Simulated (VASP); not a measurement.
CdTe (CsCl type):

```xyz
2
Lattice="3.3465 0.0000 0.0000 0.0000 3.3465 0.0000 0.0000 0.0000 3.3465" Properties=species:S:1:pos:R:3 pbc="T T T"
Cd    0.0000    0.0000    0.0000
Te    1.6733    1.6733    1.6733
```

```yaml
Program: VASP 6.6.1
Task: relaxation of cell and atoms
Functional: PBE
Potentials_or_basis: VASP PAW PBE potentials, release 64 (Cd, Te)
Cutoff: 600 eV
k_mesh: 11 × 11 × 11
Occupations: fermi-dirac, width 0.05 eV
Spin: no spin polarisation
```

At the start: pressure 42.2 GPa; volume 18.74 Å³/atom.

Question: Where does the relaxation end?

Answer: Over 5 steps the energy falls by 775.4 meV/atom and the volume is 27.20 Å³/atom (+45.2 %); space group Pm-3m (No. 221, to 0.05 Å).

Step by step:
```
step  energy change (eV)  largest force (eV/Å)  pressure (GPa)  volume (Å³)
   1              0.0000                0.0000           42.24        37.48
   2             -1.1084                0.0000           -6.40        71.17
   3             -1.5506                0.0000            0.22        54.11
   4             -1.5507                0.0000           -0.09        54.51
   5             -1.5508                0.0000           -0.03        54.40
```

Final structure:
```
Cd Te
1.0
     3.78908    0.00000    0.00000
     0.00000    3.78908    0.00000
     0.00000    0.00000    3.78908
Cd Te
1 1
Direct
  0.00000 0.00000 0.00000
  0.50000 0.50000 0.50000
```

Caveat: the volume moved by over 15 % at a fixed basis, so the end points are rough.
